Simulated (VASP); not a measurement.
The system is NiO.

```
Ni O
1.0
     0.00000    2.04332    2.04332
     2.04332    0.00000    2.04332
     2.04332    2.04332    0.00000
Ni O
1 1
Direct
  0.00000 0.00000 0.00000
  0.50000 0.50000 0.50000
```

Base run:

* Program: VASP 6.6.1
* Functional: PBE
* Dispersion: D3(BJ)
* Potentials or basis: VASP PAW PBE potentials, release 64 (Ni, O)
* Cutoff: 520 eV
* k mesh: 11 × 11 × 11
* Occupations: fermi-dirac, width 0.05 eV
* Spin: collinear spin, ferromagnetic start
* Starting moments: [1.0, 0.0] μB

Its results: pressure 15.3 GPa; net moment 1.45 μB per cell; site moments Ni +1.21; O +0.20 μB.

Problem. The run is repeated on the same cell with these changes: functional from PBE to revPBE. What comes out?

Solution. Pressure 18.3 GPa; net moment 1.55 μB per cell; site moments Ni +1.29; O +0.23 μB.

revPBE binds less tightly than PBE, so the same cell stands under more pressure.

Caveats: a cell with one magnetic atom can't hold antiferromagnetic order, which such compounds often take; pairwise dispersion overbinds metals, which lowers pressure and volume; the PAW data sets were made with another functional, which shifts forces and pressure a little (some runs).
